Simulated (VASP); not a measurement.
Al (a cell with a defect), 23 atoms in the cell. The cell holds a defect, 23 atoms: a = 7.924 Å, b = 7.924 Å, c = 7.924 Å, α = 80.41°, β = 70.53°, γ = 60.00°. 

| Item | Value |
| --- | --- |
| Program | VASP 6.6.1 |
| Task | single point |
| Functional | PBE |
| Potentials or basis | VASP PAW PBE potentials, release 64 (Al) |
| Cutoff | 400 eV |
| k mesh | 4 × 4 × 4 |
| Occupations | gaussian, width 0.1 eV |
| Spin | no spin polarisation |
| Dipole correction | no |
| Further INCAR settings | ALGO = Normal; EDIFF = 1e-06; NBANDS = 52 |

Potentials or basis: VASP PAW PBE potentials, release 64 (Al).

Launch:

```bash
$ cat potpaw_PBE.64/Al/POTCAR > POTCAR
$ mpirun -np 1 vasp_std > vasp.out
```

Hardware: 1 thread of Oxide Virtual Turin-like Processor, with other jobs on the host.

**Question.** How long does it take, and how much memory?

**Answer.** Wall time 16 min on 1 thread of Oxide Virtual Turin-like Processor, with other jobs on the host, peak memory 0.57 GiB. Counts: scf iterations 13, k points 36.
